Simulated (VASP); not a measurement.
MoS2:

```
Mo S
1.0
     3.10431    0.00000    0.00000
    -1.55215    2.68841    0.00000
     0.00000    0.00000   12.07242
Mo S
2 4
Cartesian
  1.5522 0.8961 9.0543
  0.0000 1.7923 3.0181
  1.5522 0.8961 4.5513
  0.0000 1.7923 10.5875
  1.5522 0.8961 1.4849
  0.0000 1.7923 7.5211
```

Base run:

- Program: VASP 6.6.1
- Functional: RPBE
- Dispersion: D3(BJ)
- Potentials or basis: VASP PAW PBE potentials, release 64 (Mo_sv, S)
- Cutoff: 520 eV
- k mesh: 10 × 10 × 3
- Occupations: fermi-dirac, width 0.05 eV
- Spin: no spin polarisation

Its results: band gap on the k mesh 0.93 eV, indirect (least direct gap 2.03 eV); pressure -6.3 GPa; largest force 0.549 eV/Å.

**Question.** The run is repeated on the same cell with these changes: dispersion from D3(BJ) to D4. What comes out?

**Answer.** Band gap on the k mesh 0.93 eV, indirect (least direct gap 2.03 eV); pressure 6.3 GPa; largest force 0.998 eV/Å.

Caveats: the PAW data sets were made with another functional, which shifts forces and pressure a little.

A k mesh can miss the band edges.
